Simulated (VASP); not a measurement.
SnO: single point with PBE+D3(BJ)

The system is SnO.

```
Sn O
1.0
     2.71312   -2.71310    0.00000
     2.71312    2.71310    0.00000
     0.00000    0.00000    9.52714
Sn O
4 4
Direct
  0.75001 0.24999 0.87162
  0.24999 0.75001 0.12838
  0.74999 0.25001 0.37162
  0.25001 0.74999 0.62838
  0.25000 0.25000 0.25000
  0.75000 0.75000 0.75000
  0.25000 0.25000 0.75000
  0.75000 0.75000 0.25000
```

```yaml
Program: VASP 6.6.1
Task: single point
Functional: PBE
Dispersion: D3(BJ)
Potentials_or_basis: VASP PAW PBE potentials, release 64 (Sn_d, O)
Cutoff: 520 eV
k_mesh: 10 × 10 × 4
Occupations: gaussian, width 0.1 eV
Spin: no spin polarisation
Dipole_correction: no
Further_INCAR_settings: ALGO = Normal; EDIFF = 1e-06; NBANDS = 50
```

* Pressure: 0.1 GPa
* Largest force: 0.081 eV/Å
* Dispersion energy per atom: -0.235 eV

Forces in eV/Å, atoms in the order of the input:
```
Sn   0.000  0.000  0.081
Sn   0.000  0.000 -0.081
Sn   0.000  0.000  0.081
Sn   0.000  0.000 -0.081
O    0.000  0.000  0.000
O    0.000  0.000  0.000
O    0.000  0.000  0.000
O    0.000  0.000  0.000
```

Levels at points of the mesh, in eV from the Fermi level:
| k point | band 38 | band 39 | band 40 | band 41 | band 42 | band 43 |
| --- | --- | --- | --- | --- | --- | --- |
| (0.00, 0.00, 0.00) | -3.07 | -2.14 | -0.07 | 1.66 | 2.09 | 2.77 |
| (0.50, 0.00, 0.00) | -2.73 | -1.73 | -1.73 | 2.63 | 2.63 | 3.22 |
| (0.50, 0.50, 0.00) | -2.46 | -1.92 | -1.92 | -0.06 | -0.06 | 2.28 |
| (0.00, 0.00, 0.50) | -3.12 | -0.61 | -0.61 | 1.63 | 1.63 | 3.37 |
| (0.50, 0.00, 0.50) | -2.19 | -2.19 | -2.19 | 2.92 | 2.92 | 2.92 |
| (0.50, 0.50, 0.50) | -2.38 | -2.38 | -2.38 | 0.85 | 0.85 | 0.85 |

Wall time 18 min on 1 thread of Intel Xeon 8259CL, with other jobs on the host, peak memory 0.57 GiB.

Caveat: spin-orbit coupling is left out, which moves the levels of the heavy elements.
